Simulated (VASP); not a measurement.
# CsH (P1) in VASP: relaxation of the atoms with r2SCAN

Aim: the relaxation of the atoms of CsH with r2SCAN.

Program: VASP 6.6.1. These are calculated values, not measurements. Logs are shortened: lines on timing, memory, paths and dates and some standing lists are left out, and cuts for length are marked.

### 1 The cell of the first run

The typed cell holds 2 atoms: a = 3.818 Å, b = 3.818 Å, c = 3.818 Å, α = 90.00°, β = 90.00°, γ = 90.00°.

### 2 Relaxation of the atoms, r2SCAN

Contents of POSCAR:

```
CsH
1.0
    3.8184090000      0.0000000000      0.0000000000
    0.0000000000      3.8184090000      0.0000000000
    0.0000000000      0.0000000000      3.8184090000
Cs H
1 1
Direct
    0.0005200362      0.0143397575     -0.0008831698
    0.5010509481      0.5028984444      0.5040814868
```

Contents of INCAR.step1:

```
PREC     = Accurate       # precision mode
ENCUT    = 520            # plane-wave cutoff, eV
ISMEAR   = 0              # smearing method
SIGMA    = 0.01           # smearing width, eV
LREAL    = False          # projectors in reciprocal space
LASPH    = True           # aspherical terms in the spheres
NELM     = 60             # most SCF steps
GGA      = PE             # functional
ALGO     = Normal         # electronic algorithm
EDIFF    = 1E-4           # SCF threshold, eV
LWAVE    = True           # write WAVECAR
LCHARG   = False          # write CHGCAR
```

Contents of INCAR.step2:

```
PREC     = Accurate       # precision mode
ENCUT    = 520            # plane-wave cutoff, eV
EDIFF    = 1E-7           # SCF threshold, eV
ISMEAR   = 0              # smearing method
SIGMA    = 0.01           # smearing width, eV
LREAL    = False          # projectors in reciprocal space
LASPH    = True           # aspherical terms in the spheres
NELM     = 60             # most SCF steps
ALGO     = Normal         # electronic algorithm
ISIF     = 2              # what is computed and relaxed
LWAVE    = False          # write WAVECAR
LCHARG   = False          # write CHGCAR
METAGGA  = R2SCAN         # meta-GGA
LMIXTAU  = True         
IBRION   = 2              # ionic algorithm
NSW      = 80             # ionic steps
EDIFFG   = -0.02          # ionic threshold
ISTART   = 1
```

Contents of KPOINTS:

```
regular mesh
0
Gamma
  3 3 3
```

Potentials or basis: VASP PAW PBE potentials, release 64 (Cs_sv, H).

Launch:

```bash
> cat potpaw_PBE.64/Cs_sv/POTCAR potpaw_PBE.64/H/POTCAR > POTCAR
> cp INCAR.step1 INCAR
> mpirun -np 1 vasp_std > vasp.out
> cp INCAR.step2 INCAR
> mpirun -np 1 vasp_std > vasp.out
```

OUTCAR:

```text
PREC = Accurate
   ENCUT = 520
   EDIFF = 1E-7
   ISMEAR = 0
   LREAL = False
   LASPH = True
   NELM = 60
   ISIF = 2
   METAGGA = R2SCAN
   IBRION = 2
   NSW = 80
   EDIFFG = -0.02
   ISTART = 1

 ion  position               nearest neighbor table
   1  0.001  0.014  0.999-
   2  0.501  0.503  0.504-

  LATTYP: Found a simple cubic cell.
 ALAT       =     3.8184090000

  Lattice vectors:

 A1 = (   3.8184090000,   0.0000000000,   0.0000000000)
 A2 = (   0.0000000000,   3.8184090000,   0.0000000000)
 A3 = (   0.0000000000,   0.0000000000,   3.8184090000)

Analysis of symmetry for initial positions (statically):
=====================================================================
 Subroutine PRICEL returns:
 Original cell was already a primitive cell.

 Routine SETGRP: Setting up the symmetry group for a
 simple cubic supercell.

 Subroutine GETGRP returns: Found  1 space group operations
 (whereof  1 operations were pure point group operations)
 out of a pool of 48 trial point group operations.

The static configuration has the point symmetry C_1 .

Analysis of symmetry for dynamics (positions and initial velocities):
=====================================================================
 Subroutine PRICEL returns:
 Original cell was already a primitive cell.

 Routine SETGRP: Setting up the symmetry group for a
 simple cubic supercell.

 Subroutine GETGRP returns: Found  1 space group operations
 (whereof  1 operations were pure point group operations)
 out of a pool of 48 trial point group operations.

The dynamic configuration has the point symmetry C_1 .

 Subroutine INISYM returns: Found  1 space group operations
 (whereof  1 operations are pure point group operations),
 and found     1 'primitive' translations

----------------------------------------------------------------------------------------

                                     Primitive cell

  volume of cell :      55.6733

  direct lattice vectors                    reciprocal lattice vectors
     3.818409000  0.000000000  0.000000000     0.261889179  0.000000000  0.000000000
     0.000000000  3.818409000  0.000000000     0.000000000  0.261889179  0.000000000
     0.000000000  0.000000000  3.818409000     0.000000000  0.000000000  0.261889179

  length of vectors
     3.818409000  3.818409000  3.818409000     0.261889179  0.261889179  0.261889179

  position of ions in fractional coordinates (direct lattice)
     0.000520036  0.014339757  0.999116830
     0.501050948  0.502898444  0.504081487

  ion indices of the primitive-cell ions
   primitive index   ion index
                 1           1
                 2           2

----------------------------------------------------------------------------------------

 KPOINTS: regular mesh

Automatic generation of k-mesh.
 Grid dimensions read from file:
 generate k-points for:    3    3    3

 Generating k-lattice:

  Cartesian coordinates                     Fractional coordinates (reciprocal lattice)
     0.087296393  0.000000000  0.000000000     0.333333333  0.000000000  0.000000000
     0.000000000  0.087296393  0.000000000     0.000000000  0.333333333  0.000000000
     0.000000000  0.000000000  0.087296393     0.000000000  0.000000000  0.333333333

  Length of vectors
     0.087296393  0.087296393  0.087296393

  Shift w.r.t. Gamma in fractional coordinates (k-lattice)
     0.000000000  0.000000000  0.000000000

 Subroutine IBZKPT returns following result:
 ===========================================

 Found     14 irreducible k-points:

 Following reciprocal coordinates:
            Coordinates               Weight
  0.000000  0.000000  0.000000      1.000000
  0.333333  0.000000  0.000000      2.000000
  0.000000  0.333333  0.000000      2.000000
  0.000000  0.000000  0.333333      2.000000
  0.333333  0.333333  0.000000      2.000000
  0.000000  0.333333  0.333333      2.000000
  0.333333  0.000000  0.333333      2.000000
 -0.333333  0.333333  0.000000      2.000000
 -0.333333  0.000000  0.333333      2.000000
  0.000000 -0.333333  0.333333      2.000000
  0.333333  0.333333  0.333333      2.000000
 -0.333333  0.333333  0.333333      2.000000
 -0.333333 -0.333333  0.333333      2.000000
  0.333333 -0.333333  0.333333      2.000000
   k-points           NKPTS =     14   k-points in BZ     NKDIM =     14   number of bands    NBANDS=      9
   number of dos      NEDOS =    301   number of ions     NIONS =      2
   total plane-waves  NPLWV =  21952
   dimension x,y,z NGX =    28 NGY =   28 NGZ =   28
   dimension x,y,z NGXF=    56 NGYF=   56 NGZF=   56
   ions per type =               1   1
   NGX,Y,Z   is equivalent  to a cutoff of  12.19, 12.19, 12.19 a.u.
   NGXF,Y,Z  is equivalent  to a cutoff of  24.38, 24.38, 24.38 a.u.
 SYSTEM =  unknown system
   PREC   = accura    normal or accurate (medium, high low for compatibility)
   ISTART =      1    job   : 0-new  1-cont  2-samecut
   ICHARG =      0    charge: 1-file 2-atom 10-const
   ISPIN  =      1    spin polarized calculation?
   LNONCOLLINEAR =      F non collinear calculations
   LSORBIT =      F    spin-orbit coupling
   LASPH  =      T    aspherical Exc in radial PAW
   ENCUT  =  520.0 eV  38.22 Ry    6.18 a.u.   7.10  7.10  7.10*2*pi/ulx,y,z
   NELM   =     60;   NELMIN=  2; NELMDL=  0     # of ELM steps
   EDIFF  = 0.1E-06   stopping-criterion for ELM
   LREAL  =      F    real-space projection
   EDIFFG = -.2E-01   stopping-criterion for IOM
   NSW    =     80    number of steps for IOM
   IBRION =      2    ionic relax: 0-MD 1-quasi-New 2-CG
   NFREE  =      1    steps in history (QN), initial steepest desc. (CG)
   ISIF   =      2    stress and relaxation
   ISYM   =      2    0-nonsym 1-usesym 2-fastsym
   POTIM  = 0.5000    time-step for ionic-motion
   TEBEG  =    0.0;   TEEND  =   0.0 temperature during run
   PSTRESS=    0.0 pullay stress
   NELECT =      10.0000    total number of electrons
   NUPDOWN=      -1.0000    fix difference up-down
   EMIN   =  10.00;   EMAX   =-10.00  energy-range for DOS
   EFERMI =   0.00;   METHOD = LEGACY
   ISMEAR =     0;   SIGMA  =   0.01  broadening in eV -4-tet -1-fermi 0-gaus
   EFERMI_NEDOS =   21; number of points for ismear=-14 and -15
   IALGO  =     38    algorithm
   IMIX   =      4    mixing-type and parameters
     AMIX     =   0.40;   BMIX     =  1.00
     AMIX_MAG =   1.60;   BMIX_MAG =  1.00
  volume/ion in A,a.u.               =      27.84       187.85
  Fermi-wavevector in a.u.,A,eV,Ry     =   0.923689  1.745519 11.608507  0.853201
  Thomas-Fermi vector in A             =   2.049353
   LORBIT       =      0    0 simple, 1 ext, 2 COOP (PROOUT), +10 PAW based schemes
   METAGGA = R2SCAN    functional components
   LHFCALC =     F    Hartree Fock is set to
   AEXX    =    0.0000 exact exchange contribution
   IVDW    =     0    specifies the selected vdW correction
   LEPSILON=     F    determine dielectric tensor
   LRPA    =     F    only Hartree local field effects (RPA)
 conjugate gradient relaxation of ions
 non-spin polarized calculation
 Gauss-broadening in eV      SIGMA  =   0.01
  energy-cutoff  :      520.00
  volume of cell :       55.67
 maximum number of plane-waves:      1506
   NGX = 15   NGY = 15   NGZ = 15

--------------------------------------- Ionic step        1  -------------------------------------------

 number of electron      10.0000001 magnetization

 Free energy of the ion-electron system (eV)
  ---------------------------------------------------
  ext. energy  EPLUGINS =         0.00000000
  ---------------------------------------------------
  free energy    TOTEN  =       -28.95542253 eV

  energy without entropy =      -28.95542253  energy(sigma->0) =      -28.95542253

------------------------ aborting loop because EDIFF is reached ----------------------------------------

  FORCE on cell =-STRESS in cart. coord.  units (eV):
  Direction    XX          YY          ZZ          XY          YZ          ZX
  --------------------------------------------------------------------------------------
  -------------------------------------------------------------------------------------
  Total        0.0342065      0.0348072      0.0342867     -0.0002075     -0.0019501      0.0000921
  in kB        0.9844001      1.0016890      0.9867091     -0.0059708     -0.0561205      0.0026509
  external PRESSURE =       0.9909327 kB  Pullay stress =       0.0000000 kB

 VOLUME and BASIS-vectors are now :
 -----------------------------------------------------------------------------
  energy-cutoff  :      520.00
  volume of cell :       55.67
      direct lattice vectors                 reciprocal lattice vectors
     3.818409000  0.000000000  0.000000000     0.261889179  0.000000000  0.000000000
     0.000000000  3.818409000  0.000000000     0.000000000  0.261889179  0.000000000
     0.000000000  0.000000000  3.818409000     0.000000000  0.000000000  0.261889179
[... 37 lines left out ...]
 POSITION                                       TOTAL-FORCE (eV/Angst)
 -----------------------------------------------------------------------------------
      0.00203      0.05381      3.81547         0.000812     -0.018589      0.008517
      1.91318      1.92121      1.92436        -0.000812      0.018589     -0.008517
 -----------------------------------------------------------------------------------
    total drift:                               -0.000170      0.001401      0.000327

  FREE ENERGIE OF THE ION-ELECTRON SYSTEM (eV)
  ---------------------------------------------------
  free  energy   TOTEN  =       -28.9554659334 eV

  energy  without entropy=      -28.9554659334  energy(sigma->0) =      -28.95546593

--------------------------------------- Ionic step        3  -------------------------------------------

 number of electron      10.0000000 magnetization

 Free energy of the ion-electron system (eV)
  ---------------------------------------------------
  ext. energy  EPLUGINS =         0.00000000
  ---------------------------------------------------
  free energy    TOTEN  =       -28.95558374 eV

  energy without entropy =      -28.95558374  energy(sigma->0) =      -28.95558374

 E-fermi :  -0.0314     XC(G=0):  -8.2737

 val. band max:       -0.1488606221   @ k =   0.3333   0.3333   0.3333
 cond. band min:       4.2854738967   @ k =   0.0000   0.0000   0.0000
 fundamental gap:      4.4343345188
 Fermi energy:        -0.0314303121

 k-point     1 :       0.0000    0.0000    0.0000
  band No.  band energies     occupation
      1     -22.0006      2.00000
      2      -7.6915      2.00000
      3      -7.6912      2.00000
      4      -7.6911      2.00000
      5      -1.4311      2.00000
      6       4.2855      0.00000
      7       4.2858      0.00000
      8       8.4407      0.00000
      9      10.4542      0.00000

 k-point     2 :       0.3333    0.0000    0.0000
  band No.  band energies     occupation
      1     -21.8791      2.00000
      2      -8.8860      2.00000
      3      -7.5762      2.00000
      4      -7.5759      2.00000
      5      -0.2609      2.00000
      6       4.3403      0.00000
      7       4.8398      0.00000
      8       7.5709      0.00000
      9       7.5733      0.00000
[... 164 lines left out ...]
 POSITION                                       TOTAL-FORCE (eV/Angst)
 -----------------------------------------------------------------------------------
      0.00215      0.05099      3.81676         0.000694     -0.015890      0.007248
      1.91305      1.92403      1.92306        -0.000694      0.015890     -0.007248
 -----------------------------------------------------------------------------------
    total drift:                               -0.000174      0.001508      0.000225

  FREE ENERGIE OF THE ION-ELECTRON SYSTEM (eV)
  ---------------------------------------------------
  free  energy   TOTEN  =       -28.9555837434 eV

  energy  without entropy=      -28.9555837434  energy(sigma->0) =      -28.95558374

 reached required accuracy - stopping structural energy minimisation
```

It took 26 s on 1 thread of Intel Xeon 6975P-C (Granite Rapids), shared host; peak memory 0.16 GiB.

Results:

```
Free energy                  : -28.9556 eV
Energy gained by relaxing    : 0.1 meV/atom
Ionic steps                  : 3
Pressure after relaxing      : 0.1 GPa
Largest force after relaxing : 0.017 eV/Å
Band gap on the k mesh       : 4.43 eV (least direct gap 4.60 eV)
```

Forces on the atoms (eV/Å):
```
Cs   0.001 -0.016  0.007
H   -0.001  0.016 -0.007
```

Step by step:
```tsv
step	energy change (eV)	largest force (eV/Å)	pressure (GPa)
1	0.0000	0.0215	0.10
2	0.0000	0.0205	0.10
3	-0.0002	0.0175	0.10
```

Final structure:
```
Cs H
1.0
     3.81841    0.00000    0.00000
     0.00000    3.81841    0.00000
     0.00000    0.00000    3.81841
Cs H
1 1
Direct
  0.00056 0.01335 0.99957
  0.50101 0.50388 0.50363
```

Caveat: the k points lie up to 0.55 Å⁻¹ apart; the PAW data sets were made with another functional, which shifts forces and pressure a little; spin-orbit coupling is left out, which moves the levels of the heavy elements; an odd mesh through Γ misses points on the zone boundary, where band edges can lie.
